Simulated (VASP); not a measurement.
# Mg2BeS3 (P6/mmm) in VASP: notebook, part 3 of 3

VASP 6.6.1. The steps go on from the part before.

### 5 Relaxation of cell and atoms, PBE

The input, INCAR:

```
PREC     = Accurate       # precision mode
ENCUT    = 600            # plane-wave cutoff, eV
EDIFF    = 1E-7           # SCF threshold, eV
ISMEAR   = 0              # smearing method
SIGMA    = 0.1            # smearing width, eV
LREAL    = False          # projectors in reciprocal space
LASPH    = True           # aspherical terms in the spheres
NELM     = 120            # most SCF steps
ALGO     = Normal         # electronic algorithm
ISIF     = 3              # what is computed and relaxed
LWAVE    = False          # write WAVECAR
LCHARG   = False          # write CHGCAR
GGA      = PE             # functional
IBRION   = 2              # ionic algorithm
NSW      = 90             # ionic steps
EDIFFG   = -0.04          # ionic threshold
GGA_COMPAT= False        
NELMIN   = 4
```

The input, KPOINTS:

```
Automatic mesh
0
Gamma
  6 6 2
```

The input, POSCAR:

```
Mg2BeS3
1.0
    4.8107728936      0.0000000000      0.0000000000
   -2.4053864468      4.1662515377      0.0000000000
    0.0000000000      0.0000000000      8.6433489853
Mg Be S
2 1 3
Direct
    0.3333333333      0.6666666667      0.5000000000
    0.6666666667      0.3333333333      0.5000000000
    0.0000000000      0.0000000000      0.0000000000
    0.0000000000      0.0000000000      0.2189324628
    0.0000000000      0.0000000000      0.7810675372
    0.0000000000      0.0000000000      0.5000000000
```

Potentials or basis: VASP PAW PBE potentials, release 64 (Mg, Be, S).

Launch:

```bash
cat potpaw_PBE.64/Mg/POTCAR potpaw_PBE.64/Be/POTCAR potpaw_PBE.64/S/POTCAR > POTCAR
mpirun -np 1 vasp_std > vasp.out
```

OUTCAR:

```text
PREC = Accurate
   ENCUT = 600
   EDIFF = 1E-7
   ISMEAR = 0
   LREAL = False
   LASPH = True
   NELM = 120
   ISIF = 3
   GGA = PE
   IBRION = 2
   NSW = 90
   EDIFFG = -0.04
   NELMIN = 4

 ion  position               nearest neighbor table
   1  0.333  0.667  0.500-   6 2.78   2 2.78   2 2.78   6 2.78   6 2.78   2 2.78
   2  0.667  0.333  0.500-   1 2.78   6 2.78   1 2.78   6 2.78   6 2.78   1 2.78
   3  0.000  0.000  0.000-   4 1.89   5 1.89
   4  0.000  0.000  0.219-   3 1.89   6 2.43
   5  0.000  0.000  0.781-   3 1.89   6 2.43
   6  0.000  0.000  0.500-   4 2.43   5 2.43   1 2.78   2 2.78   2 2.78   1 2.78   2 2.78   1 2.78

  LATTYP: Found a hexagonal cell.
 ALAT       =     4.8107728936
 C/A-ratio  =     1.7966653543

  Lattice vectors:

 A1 = (   4.8107728936,   0.0000000000,   0.0000000000)
 A2 = (  -2.4053864468,   4.1662515377,   0.0000000000)
 A3 = (   0.0000000000,   0.0000000000,   8.6433489853)

Analysis of symmetry for initial positions (statically):
=====================================================================
 Subroutine PRICEL returns:
 Original cell was already a primitive cell.

[... 168 lines left out ...]
  energy without entropy =      -17.82401992  energy(sigma->0) =      -17.82851521

------------------------ aborting loop because EDIFF is reached ----------------------------------------

  FORCE on cell =-STRESS in cart. coord.  units (eV):
  Direction    XX          YY          ZZ          XY          YZ          ZX
  --------------------------------------------------------------------------------------
  -------------------------------------------------------------------------------------
  Total        2.2246219      2.2246219     -5.3584992      0.0000000      0.0000000      0.0000000
  in kB       20.5742684     20.5742684    -49.5577247      0.0000000      0.0000000      0.0000000
  external PRESSURE =      -2.8030627 kB  Pullay stress =       0.0000000 kB
[... 101 lines left out ...]
  FREE ENERGIE OF THE ION-ELECTRON SYSTEM (eV)
  ---------------------------------------------------
  free  energy   TOTEN  =       -17.9748825108 eV

  energy  without entropy=      -17.9661108576  energy(sigma->0) =      -17.97049668

[... ionic steps 4 to 7 ...]

--------------------------------------- Ionic step        8  -------------------------------------------

 number of electron      23.9999997 magnetization

------------------------ aborting loop because EDIFF is reached ----------------------------------------
[... 75 lines left out ...]
--------------------------------------- Ionic step       10  -------------------------------------------

 number of electron      23.9999997 magnetization

 Free energy of the ion-electron system (eV)
  ---------------------------------------------------
  ext. energy  EPLUGINS =         0.00000000
  ---------------------------------------------------
  free energy    TOTEN  =       -18.00015957 eV

  energy without entropy =      -17.99158608  energy(sigma->0) =      -17.99587282

 E-fermi :   1.4269     XC(G=0):  -7.0697

 val. band max:        0.6002193643   @ k =   0.3333   0.1667   0.5000
 cond. band min:       1.4546642730   @ k =   0.1667   0.1667   0.0000
 fundamental gap:      0.8544449088
 Fermi energy:         1.4269325689

 k-point     1 :       0.0000    0.0000    0.0000
  band No.  band energies     occupation
      1     -14.0729      2.00000
      2     -11.6052      2.00000
      3     -10.3163      2.00000
      4      -5.3037      2.00000
      5      -3.6901      2.00000
      6      -3.6901      2.00000
[... 288 lines left out ...]
  FREE ENERGIE OF THE ION-ELECTRON SYSTEM (eV)
  ---------------------------------------------------
  free  energy   TOTEN  =       -18.0001595656 eV

  energy  without entropy=      -17.9915860826  energy(sigma->0) =      -17.99587282

 reached required accuracy - stopping structural energy minimisation
```

Run time: 9.1 min. Hardware: 1 thread of Oxide Virtual Turin-like, shared host; peak memory 0.34 GiB.

Results:

```
Free energy                           : -18.0002 eV
Relaxed volume                        : 29.55 Å³/atom
Relaxed cell                          : a = 4.953 Å, b = 4.953 Å, c = 8.345 Å, α = 90.00°, β = 90.00°, γ = 120.00°
Space group after relaxing (to 0.1 Å) : P6/mmm (No. 191)
Energy gained by relaxing             : 27.9 meV/atom
Ionic steps                           : 10
Pressure after relaxing               : 0.0 GPa
Largest force after relaxing          : 0.033 eV/Å
Band gap on the k mesh                : zero (bands 12 and 13 overlap by 0.37 eV)
```

Forces in eV/Å, atoms in the order of the input:
```
Mg   0.000  0.000  0.000
Mg   0.000  0.000  0.000
Be   0.000  0.000  0.000
S    0.000  0.000  0.033
S    0.000  0.000 -0.033
S    0.000  0.000  0.000
```

The path:
```csv
step,energy change (eV),largest force (eV/Å),pressure (GPa),volume (Å³)
1,0.0000,0.4723,-0.28,173.24
2,-0.1404,0.5291,1.19,171.76
3,-0.1419,0.5533,0.94,171.95
4,-0.1422,0.5462,1.02,171.89
5,-0.1617,0.3526,0.15,176.18
6,-0.1638,0.1409,0.35,175.13
7,-0.1666,0.0426,0.02,176.81
8,-0.1666,0.0353,0.00,176.94
9,-0.1671,0.0502,0.05,177.40
10,-0.1671,0.0331,0.03,177.31
```

Final structure:
```
CELL_PARAMETERS angstrom
4.95310 0.00000 0.00000
-2.47655 4.28951 0.00000
0.00000 0.00000 8.34532
ATOMIC_POSITIONS crystal
Mg 0.33333 0.66667 0.50000
Mg 0.66667 0.33333 0.50000
Be 0.00000 0.00000 0.00000
S 0.00000 0.00000 0.22312
S 0.00000 0.00000 0.77688
S 0.00000 0.00000 0.50000
```

Levels at points of the mesh, in eV from the Fermi level:
```tsv
k point	band 9	band 10	band 11	band 12	band 13	band 14	band 15	band 16
(0.00, 0.00, 0.00)	-1.96	-1.96	-1.78	-1.78	0.83	0.83	1.13	1.39
(0.50, 0.00, 0.00)	-2.38	-2.12	-1.91	-1.48	1.12	1.30	2.97	3.01
(0.00, 0.00, 0.50)	-2.46	-2.46	-1.12	-1.12	0.21	0.83	0.83	1.12
(0.50, 0.00, 0.50)	-2.62	-1.60	-1.47	-1.22	0.42	1.14	1.74	2.81
```

Caveat: the k points lie up to 0.38 Å⁻¹ apart in the final cell; semilocal functionals underestimate gaps, and a narrow one can read as zero.

### 6 The runs side by side

| task | cell | k mesh | gap on the mesh (eV) | pressure (GPa) | largest force (eV/Å) |
| --- | --- | --- | --- | --- | --- |
| single point | a = 4.811, b = 4.811, c = 8.643 Å, angles 90.0, 90.0, 120.0°, 6 atoms, atomic positions A | 3 × 3 × 4 | none | 0.1 | 0.02 |
| single point | a = 6.516, b = 6.516, c = 6.496 Å, angles 90.0, 90.0, 120.0°, 6 atoms, atomic positions B | 3 × 3 × 4 | none | 193.1 | 475.97 |
| single point | a = 4.961, b = 4.961, c = 8.352 Å, angles 90.0, 90.0, 120.0°, 6 atoms, atomic positions C | 6 × 6 × 2 | none | -0.1 | 0.04 |
| relaxation of cell and atoms | relaxed from a = 4.811, b = 4.811, c = 8.643 Å, angles 90.0, 90.0, 120.0°, 6 atoms, atomic positions A | 6 × 6 × 2 | none | 0.0 | 0.03 |

Alike in all rows: level PBE; potentials or basis VASP PAW PBE potentials, release 64 (Mg, Be, S); no spin polarisation; cutoff (eV) 600; smearing gaussian 0.1 eV.

Caveats: all runs use coarse meshes; semilocal functionals underestimate gaps, and a narrow one can read as zero; atoms lie so close that the PAW spheres overlap strongly, which falsifies energies and pressures (at least some runs); forces of over 1 eV/Å act on the atoms, so gaps and moduli don't describe the material at rest (at least some runs).

Absolute energies hang on the potentials; compare differences alone.

The gap in the log of VASP goes by the Fermi energy; the results here count the filled bands.